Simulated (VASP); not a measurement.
Input of a VASP 6.6.1 run:

File INCAR:

```
SYSTEM = Ir
PREC = Accurate
ENCUT = 560
EDIFF = 1E-6
ISMEAR = -1
SIGMA = 0.03
LREAL = .FALSE.
LASPH = .TRUE.
NELM = 120
ALGO = Normal
ISIF = 2
LWAVE = .FALSE.
LCHARG = .FALSE.
GGA = CA
NBANDS = 14
GGA_COMPAT = .FALSE.
```

Contents of KPOINTS:

```
Automatic mesh
0
G
  14 14 14
  0 0 0
```

Contents of POSCAR:

```
Ir
1.0
    0.0000000000      1.9060927672      1.9060927672
    1.9060927672      0.0000000000      1.9060927672
    1.9060927672      1.9060927672      0.0000000000
Ir
1
Direct
    0.0000000000      0.0000000000      0.0000000000
```

Potentials or basis: VASP PAW LDA potentials, release 64 (Ir_sv_GW).

Launch:

```console
$ cat potpaw_LDA.64/Ir_sv_GW/POTCAR > POTCAR
$ mpirun -np 1 vasp_std > vasp.out
```

**Question.** What does it give for the pressure?

**Answer.** -0.5 GPa.

**Question.** Estimate the band gap on the k mesh.

**Answer.** Zero (an odd number of electrons rules out a gap without spin polarisation).

Caveat: spin-orbit coupling is left out, which moves the levels of the heavy elements.
